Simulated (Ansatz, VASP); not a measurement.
One calculation of Al, two programs

```
Al
1.0
     0.00000    1.99086    1.99086
     1.99086    0.00000    1.99086
     1.99086    1.99086    0.00000
Al
1
Direct
  0.00000 0.00000 0.00000
```

Alike in both runs: functional LDA; k mesh 24 × 24 × 24; occupations methfessel-paxton of order 1, width 0.1 eV; no spin polarisation.

Ansatz relaxed the structure, and its values are those at the end. VASP's run is a single point on that final structure, the one shown.

|  | VASP | Ansatz |
| --- | --- | --- |
| version | VASP 6.6.1 | Ansatz 0.2.0 |
| potentials or method | VASP PAW LDA potentials, release 64 (Al) | scalar-relativistic, plane waves, PAW |
| plane-wave cutoff (eV) | 520 | 420 |
| valence electrons in the cell | 3 | 3 |

Ansatz gave:

```
gap on the k mesh at the Fermi level (eV) : none
pressure (GPa)                            : 0.0
```

Task: What did VASP give for the same quantities?

Result: gap on the k mesh at the Fermi level (eV): none; pressure (GPa): 0.1.

LDA's correlation is that of Perdew and Zunger in VASP and of Perdew and Wang (1992) in Ansatz. A gap of «none» marks a metal or a gap that the smearing closes.
